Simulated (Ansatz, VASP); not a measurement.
## Ta4C3 in VASP and in Ansatz

Contents of INCAR:

```
PREC = Accurate
ENCUT = 520
EDIFF = 1E-6
ISMEAR = 0
SIGMA = 0.15
LREAL = F
LASPH = T
NELM = 100
ALGO = Fast
ISIF = 2
LWAVE = F
LCHARG = F
GGA = PS
NBANDS = 69
```

Contents of KPOINTS:

```
Automatic mesh
0
Gamma
  9 9 5
```

The input POSCAR:

```
Ta4C3
1.0
    0.0000000000     -4.4026022057      0.0000000000
    0.0000000000      0.0000000000     -4.4026022057
    8.8052044115     -0.8805204411      0.0000000000
Ta C
8 6
Direct
    0.3250000000      0.5000000000      0.8750000000
    0.4250000000      0.5000000000      0.3750000000
    0.9750000000      0.5000000000      0.1250000000
    0.8750000000      0.5000000000      0.6250000000
    0.4750000000      1.0000000000      0.1250000000
    0.3750000000      1.0000000000      0.6250000000
   -0.0750000000      0.0000000000      0.3750000000
   -0.1750000000      0.0000000000      0.8750000000
   -0.0250000000      1.0000000000      0.1250000000
   -0.1250000000      1.0000000000      0.6250000000
    0.3250000000      1.0000000000      0.8750000000
    0.4250000000      1.0000000000      0.3750000000
   -0.1750000000      0.5000000000      0.8750000000
   -0.0750000000      0.5000000000      0.3750000000
```

Input for Ansatz:

```yaml
crystal:
  lattice:
    - [0.0, -4.4026022057, 0.0]
    - [0.0, 0.0, -4.4026022057]
    - [8.8052044115, -0.8805204411, 0.0]
  atoms:
    - { symbol: Ta, position: [0.325, 0.5, 0.875] }
    - { symbol: Ta, position: [0.425, 0.5, 0.375] }
    - { symbol: Ta, position: [0.975, 0.5, 0.125] }
    - { symbol: Ta, position: [0.875, 0.5, 0.625] }
    - { symbol: Ta, position: [0.475, 1.0, 0.125] }
    - { symbol: Ta, position: [0.375, 1.0, 0.625] }
    - { symbol: Ta, position: [-0.075, 0.0, 0.375] }
    - { symbol: Ta, position: [-0.175, 0.0, 0.875] }
    - { symbol: C, position: [-0.025, 1.0, 0.125] }
    - { symbol: C, position: [-0.125, 1.0, 0.625] }
    - { symbol: C, position: [0.325, 1.0, 0.875] }
    - { symbol: C, position: [0.425, 1.0, 0.375] }
    - { symbol: C, position: [-0.175, 0.5, 0.875] }
    - { symbol: C, position: [-0.075, 0.5, 0.375] }
basis:
  ecutwfc: 420
kpoints:
  mp_grid: { grid: [9, 9, 5] }
hamiltonian:
  xc: pbesol
scf:
  occupations: { method: gaussian, width: 0.15 }
output:
  forces: true
  stress: true
  eigenvalues: true
```

Alike in both runs: task single point; functional PBEsol; k mesh 9 × 9 × 5; occupations gaussian, width 0.15 eV; no spin polarisation.

```csv
,VASP,Ansatz
version,VASP 6.6.1,Ansatz 0.2.0
potentials or method,"VASP PAW PBE potentials, release 64 (Ta_pv, C), cutoff 520 eV","scalar-relativistic, plane waves, PAW"
valence electrons in the cell,112,128
```

|  | VASP | Ansatz | Ansatz less VASP |
| --- | --- | --- | --- |
| gap on the k mesh at the Fermi level (eV) | none | none | - |
| pressure (GPa) | 3.4 | 2.7 | -0.71 |
| traceless stress, the component that is largest in VASP (GPa) | 11.44 | 11.45 | +0.006 |
| rms of the force components (eV/Å) | 1.019 | 1.019 | 0.0000 |

VASP's potentials were made for PBE, not for PBEsol. Atom by atom the forces differ by 0.004 eV/Å (rms over components). A gap of «none» marks a metal or a gap that the smearing closes. With one functional, cell and mesh, what is left measures potentials, basis and numerics. VASP's potentials hold 112 valence electrons a cell and Ansatz's 128, so a difference there can come from the potentials and not from the codes.

Spin-orbit coupling is off throughout.
